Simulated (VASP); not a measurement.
# YAl2N3 (P1) in VASP: single point with PBE

Aim: the single point of YAl2N3 with PBE.

All numbers are computed with VASP 6.6.1; they aren't measurements. Logs are shortened: lines on timing, memory, paths and dates and some standing lists are left out, and cuts for length are marked.

## Step 1: The cell of the first run

The typed cell holds 12 atoms: a = 3.034 Å, b = 5.337 Å, c = 8.790 Å, α = 88.49°, β = 80.85°, γ = 87.71°.

## Step 2: Single point, PBE

The input, INCAR:

```
SYSTEM = YAl2N3
PREC = Accurate
ENCUT = 520
EDIFF = 1E-7
ISMEAR = 0
SIGMA = 0.1
LREAL = .FALSE.
LASPH = .TRUE.
NELM = 60
ALGO = Normal
ISIF = 2
LWAVE = .FALSE.
LCHARG = .TRUE.
GGA = PE
LELF = .TRUE.
LVHAR = .TRUE.
NBANDS = 44
```

The input, KPOINTS:

```
regular mesh
0
G
  6 4 2
  0 0 0
```

The input, POSCAR:

```
YAl2N3
1.0
    3.0343906779      0.0000000000      0.0000000000
    0.2133983913      5.3326709580      0.0000000000
    1.3972072982      0.1758951679      8.6765609029
Y Al N
2 4 6
Direct
    0.0632881846      0.0477661389      0.9431555008
    0.4466115962      0.5186520498      0.5273669332
    0.4816355093      0.4803816426      0.1728823032
    0.7244157552      0.0162125337      0.6292576882
    0.0956406651      0.9915025891      0.3057639844
    0.6228259408      0.5467638122      0.8666831547
    0.0465977127      0.6253779709      0.3422805744
    0.5856941467      0.2455788322      0.7846764079
    0.2727779965      0.0938439643      0.4951245795
    0.0679735781      0.5627627996      0.0236443141
    0.6145821607      0.1185714686      0.1779133016
    0.9779567540      0.7525861981      0.7312512580
```

Potentials or basis: VASP PAW PBE potentials, release 64 (Y_sv, Al, N).

Started as:

```bash
> cat potpaw_PBE.64/Y_sv/POTCAR potpaw_PBE.64/Al/POTCAR potpaw_PBE.64/N/POTCAR > POTCAR
> mpirun -np 1 vasp_std > vasp.out
```

OUTCAR:

```text
SYSTEM = YAl2N3
   PREC = Accurate
   ENCUT = 520
   EDIFF = 1E-7
   ISMEAR = 0
   LREAL = .FALSE.
   LASPH = .TRUE.
   NELM = 60
   ISIF = 2
   GGA = PE

 ion  position               nearest neighbor table
   1  0.063  0.048  0.943-   8 2.22  11 2.32   8 2.37  12 2.52  10 2.67  10 2.86  11 2.90   6 3.04
                             4 3.10   6 3.14   4 3.15   6 3.17   5 3.21   6 3.21   3 3.36   3 3.51
   2  0.447  0.519  0.527-   7 2.23   7 2.32   9 2.38  12 2.44   8 2.74  12 2.93   4 2.94   4 3.02
                             3 3.11   6 3.12   5 3.39   4 3.42   4 3.54   6 3.58   5 3.60   5 3.75
   3  0.482  0.480  0.173-  11 1.96   7 1.98  10 1.98  10 2.09   6 2.67   5 3.03   5 3.11   2 3.11
                             1 3.36   1 3.51
   4  0.724  0.016  0.629-   8 1.85  12 1.86   9 1.93   9 1.97   5 2.89   2 2.94   2 3.02   1 3.10
                             1 3.15   6 3.21   2 3.42   2 3.54
   5  0.096  0.992  0.306-  11 1.92   9 1.93   7 1.98  11 2.06   4 2.89   3 3.03   3 3.11   1 3.21
                             2 3.39   2 3.60   2 3.75   2 3.77
   6  0.623  0.547  0.867-   8 1.79  12 1.84  10 2.00  10 2.08   3 2.67   1 3.04   2 3.12   1 3.14
                             1 3.17   4 3.21   1 3.21   2 3.58
   7  0.047  0.625  0.342-   3 1.98   5 1.98   2 2.23   2 2.32
   8  0.586  0.246  0.785-   6 1.79   4 1.85   1 2.22   1 2.37   2 2.74
   9  0.273  0.094  0.495-   5 1.93   4 1.93   4 1.97   2 2.38
  10  0.068  0.563  0.024-   3 1.98   6 2.00   6 2.08   3 2.09   1 2.67   1 2.86
  11  0.615  0.119  0.178-   5 1.92   3 1.96   5 2.06   1 2.32   1 2.90
  12  0.978  0.753  0.731-   6 1.84   4 1.86   2 2.44   1 2.52   2 2.93

  LATTYP: Found a triclinic cell.
 ALAT       =     3.0343906779
 B/A-ratio  =     3.2480403215
 C/A-ratio  =     1.7588173759
 COS(alpha) =     0.0011200649
 COS(beta)  =     0.0399851655
 COS(gamma) =     0.4739912566

  Lattice vectors:

 A1 = (   3.0343906779,   0.0000000000,   0.0000000000)
 A2 = (   4.6715740576,  -0.1758951679,  -8.6765609029)
 A3 = (   0.2133983913,   5.3326709580,   0.0000000000)

Analysis of symmetry for initial positions (statically):
=====================================================================
 Subroutine PRICEL returns:
 Original cell was already a primitive cell.

 Routine SETGRP: Setting up the symmetry group for a
 triclinic supercell.

 Subroutine GETGRP returns: Found  1 space group operations
 (whereof  1 operations were pure point group operations)
 out of a pool of  2 trial point group operations.

The static configuration has the point symmetry C_1 .

Analysis of symmetry for dynamics (positions and initial velocities):
=====================================================================
 Subroutine PRICEL returns:
 Original cell was already a primitive cell.

 Routine SETGRP: Setting up the symmetry group for a
 triclinic supercell.

 Subroutine GETGRP returns: Found  1 space group operations
 (whereof  1 operations were pure point group operations)
 out of a pool of  2 trial point group operations.

The dynamic configuration has the point symmetry C_1 .

 Subroutine INISYM returns: Found  1 space group operations
 (whereof  1 operations are pure point group operations),
 and found     1 'primitive' translations

----------------------------------------------------------------------------------------

                                     Primitive cell

  volume of cell :     140.3990

  direct lattice vectors                    reciprocal lattice vectors
     3.034390678  0.000000000  0.000000000     0.329555455 -0.013187876 -0.052801750
     0.213398391  5.332670958  0.000000000     0.000000000  0.187523290 -0.003801557
     1.397207298  0.175895168  8.676560903     0.000000000  0.000000000  0.115253038

  length of vectors
     3.034390678  5.336939050  8.790098773     0.334019075  0.187561819  0.115253038

  position of ions in fractional coordinates (direct lattice)
     0.063288185  0.047766139  0.943155501
     0.446611596  0.518652050  0.527366933
     0.481635509  0.480381643  0.172882303
     0.724415755  0.016212534  0.629257688
     0.095640665  0.991502589  0.305763984
     0.622825941  0.546763812  0.866683155
     0.046597713  0.625377971  0.342280574
     0.585694147  0.245578832  0.784676408
     0.272777996  0.093843964  0.495124580
     0.067973578  0.562762800  0.023644314
     0.614582161  0.118571469  0.177913302
     0.977956754  0.752586198  0.731251258

  ion indices of the primitive-cell ions
   primitive index   ion index
                 1           1
                 2           2
                 3           3
                 4           4
                 5           5
                 6           6
                 7           7
                 8           8
                 9           9
                10          10
                11          11
                12          12

----------------------------------------------------------------------------------------

 KPOINTS: regular mesh

Automatic generation of k-mesh.
 Grid dimensions read from file:
 generate k-points for:    6    4    2

 Generating k-lattice:

  Cartesian coordinates                     Fractional coordinates (reciprocal lattice)
     0.054925909 -0.002197979 -0.008800292     0.166666667  0.000000000 -0.000000000
     0.000000000  0.046880822 -0.000950389     0.000000000  0.250000000  0.000000000
     0.000000000  0.000000000  0.057626519     0.000000000  0.000000000  0.500000000

  Length of vectors
     0.055669846  0.046890455  0.057626519

  Shift w.r.t. Gamma in fractional coordinates (k-lattice)
     0.000000000  0.000000000  0.000000000

 Subroutine IBZKPT returns following result:
 ===========================================

 Found     28 irreducible k-points:

 Following reciprocal coordinates:
            Coordinates               Weight
  0.000000  0.000000  0.000000      1.000000
  0.166667  0.000000  0.000000      2.000000
  0.333333  0.000000  0.000000      2.000000
  0.500000  0.000000  0.000000      1.000000
  0.000000  0.250000  0.000000      2.000000
  0.166667  0.250000  0.000000      2.000000
[... 16 lines left out ...]
 -0.333333  0.250000  0.500000      2.000000
 -0.166667  0.250000  0.500000      2.000000
 [... further k-points ...]
   k-points           NKPTS =     28   k-points in BZ     NKDIM =     28   number of bands    NBANDS=     44
   number of dos      NEDOS =    301   number of ions     NIONS =     12
   total plane-waves  NPLWV =  67200
   dimension x,y,z NGX =    24 NGY =   40 NGZ =   70
   dimension x,y,z NGXF=    48 NGYF=   80 NGZF=  140
   ions per type =               2   4   6
   NGX,Y,Z   is equivalent  to a cutoff of  13.15, 12.46, 13.24 a.u.
   NGXF,Y,Z  is equivalent  to a cutoff of  26.30, 24.92, 26.48 a.u.
 SYSTEM =  YAl2N3
   PREC   = accura    normal or accurate (medium, high low for compatibility)
   ISTART =      0    job   : 0-new  1-cont  2-samecut
   ICHARG =      2    charge: 1-file 2-atom 10-const
   ISPIN  =      1    spin polarized calculation?
   LNONCOLLINEAR =      F non collinear calculations
   LSORBIT =      F    spin-orbit coupling
   LASPH  =      T    aspherical Exc in radial PAW
   ENCUT  =  520.0 eV  38.22 Ry    6.18 a.u.   5.64  9.92 16.34*2*pi/ulx,y,z
   NELM   =     60;   NELMIN=  2; NELMDL= -5     # of ELM steps
   EDIFF  = 0.1E-06   stopping-criterion for ELM
   LREAL  =      F    real-space projection
   EDIFFG = 0.1E-05   stopping-criterion for IOM
   NSW    =      0    number of steps for IOM
   IBRION =     -1    ionic relax: 0-MD 1-quasi-New 2-CG
   NFREE  =      0    steps in history (QN), initial steepest desc. (CG)
   ISIF   =      2    stress and relaxation
   ISYM   =      2    0-nonsym 1-usesym 2-fastsym
   POTIM  = 0.5000    time-step for ionic-motion
   TEBEG  =    0.0;   TEEND  =   0.0 temperature during run
   PSTRESS=    0.0 pullay stress
   NELECT =      64.0000    total number of electrons
   NUPDOWN=      -1.0000    fix difference up-down
   EMIN   =  10.00;   EMAX   =-10.00  energy-range for DOS
   EFERMI =   0.00;   METHOD = LEGACY
   ISMEAR =     0;   SIGMA  =   0.10  broadening in eV -4-tet -1-fermi 0-gaus
   EFERMI_NEDOS =   21; number of points for ismear=-14 and -15
   IALGO  =     38    algorithm
   IMIX   =      4    mixing-type and parameters
     AMIX     =   0.40;   BMIX     =  1.00
     AMIX_MAG =   1.60;   BMIX_MAG =  1.00
  volume/ion in A,a.u.               =      11.70        78.95
  Fermi-wavevector in a.u.,A,eV,Ry     =   1.259931  2.380925 21.598253  1.587427
  Thomas-Fermi vector in A             =   2.393466
   LORBIT       =      0    0 simple, 1 ext, 2 COOP (PROOUT), +10 PAW based schemes
   GGA     = PE    functional components
   LHFCALC =     F    Hartree Fock is set to
   AEXX    =    0.0000 exact exchange contribution
   IVDW    =     0    specifies the selected vdW correction
   LEPSILON=     F    determine dielectric tensor
   LRPA    =     F    only Hartree local field effects (RPA)
 non-spin polarized calculation
 Gauss-broadening in eV      SIGMA  =   0.10
  energy-cutoff  :      520.00
  volume of cell :      140.40
 maximum number of plane-waves:      3808
 NGX is ok and might be reduce to    24
   NGX = 11   NGY = 19   NGZ = 33

 number of electron      64.0000001 magnetization

 Free energy of the ion-electron system (eV)
  ---------------------------------------------------
  ext. energy  EPLUGINS =         0.00000000
  ---------------------------------------------------
  free energy    TOTEN  =       -90.70840947 eV

  energy without entropy =      -90.70840947  energy(sigma->0) =      -90.70840947

 E-fermi :   6.6256     XC(G=0): -11.1591

 val. band max:        6.0470316135   @ k =   0.0000   0.0000   0.0000
 cond. band min:       7.8227289256   @ k =   0.0000   0.0000   0.0000
 fundamental gap:      1.7756973121
 Fermi energy:         6.6255780896

 k-point     1 :       0.0000    0.0000    0.0000
  band No.  band energies     occupation
      1     -35.3187      2.00000
      2     -35.3008      2.00000
      3     -15.5606      2.00000
      4     -15.4965      2.00000
      5     -15.4711      2.00000
      6     -15.4285      2.00000
[... 36 lines left out ...]
     43      12.4430      0.00000
     44      12.6861      0.00000
[... 1040 lines left out ...]
      4     -15.4629      2.00000
      5     -15.4237      2.00000
      6     -15.3867      2.00000
[... 36 lines left out ...]
     43      12.6068      0.00000
     44      12.8613      0.00000

 [... further k-points ...]
[... 5 lines left out ...]
  --------------------------------------------------------------------------------------
  -------------------------------------------------------------------------------------
  Total        1.2964070      0.8236884     -1.3361456      0.3157562     -0.5242797     -3.1876988
  in kB       14.7940827      9.3996053    -15.2475636      3.6032851     -5.9828727    -36.3767558
  external PRESSURE =       2.9820415 kB  Pullay stress =       0.0000000 kB

 VOLUME and BASIS-vectors are now :
 -----------------------------------------------------------------------------
  energy-cutoff  :      520.00
  volume of cell :      140.40
      direct lattice vectors                 reciprocal lattice vectors
     3.034390678  0.000000000  0.000000000     0.329555455 -0.013187876 -0.052801750
     0.213398391  5.332670958  0.000000000     0.000000000  0.187523290 -0.003801557
     1.397207298  0.175895168  8.676560903     0.000000000  0.000000000  0.115253038

 POSITION                                       TOTAL-FORCE (eV/Angst)
 -----------------------------------------------------------------------------------
      1.52002      0.42062      8.18335        -0.070819     -0.230044      0.208115
      2.20271      2.85856      4.57573         0.035795     -0.049771      0.068631
      1.80554      2.59213      1.50002         0.347312      0.201218      0.500660
      3.08082      0.19714      5.45979         0.414788      0.490569     -0.298264
      0.92901      5.34114      2.65298        -0.033529     -0.058964     -0.021456
      3.21751      3.06816      7.51983         0.071770      0.141170      0.285819
      0.75309      3.39514      2.96982        -0.143000      0.104407     -0.541271
      2.92599      1.44761      6.80829         0.290387     -0.337695      0.078846
      1.53953      0.58753      4.29598         0.118873      0.098432      0.335897
      0.35939      3.00519      0.20515        -0.102046     -0.079972     -0.464501
      2.13877      0.66360      1.54368        -0.341330     -0.017328      0.000928
      4.14981      4.14192      6.34475        -0.588201     -0.262021     -0.153403
 -----------------------------------------------------------------------------------
    total drift:                                0.000154      0.000736     -0.000860

  FREE ENERGIE OF THE ION-ELECTRON SYSTEM (eV)
  ---------------------------------------------------
  free  energy   TOTEN  =       -90.7084094660 eV

  energy  without entropy=      -90.7084094660  energy(sigma->0) =      -90.70840947
```

Wall time 2.2 min (1 thread of AMD EPYC 9R45 (Zen 5), shared host); peak memory 0.31 GiB.

Results:

```yaml
Free_energy: -90.7084 eV
Pressure: 0.3 GPa
Largest_force: 0.708 eV/Å
Band_gap_on_the_k_mesh: 1.78 eV, direct
```

Forces on the atoms (eV/Å):
```
Y   -0.071 -0.230  0.208
Y    0.036 -0.050  0.069
Al   0.347  0.201  0.501
Al   0.415  0.491 -0.298
Al  -0.034 -0.059 -0.021
Al   0.072  0.141  0.286
N   -0.143  0.104 -0.541
N    0.290 -0.338  0.079
N    0.119  0.098  0.336
N   -0.102 -0.080 -0.465
N   -0.341 -0.017  0.001
N   -0.588 -0.262 -0.153
```

A k mesh can miss the band edges. PBE gaps usually lie below the measured ones, often by a third to a half.
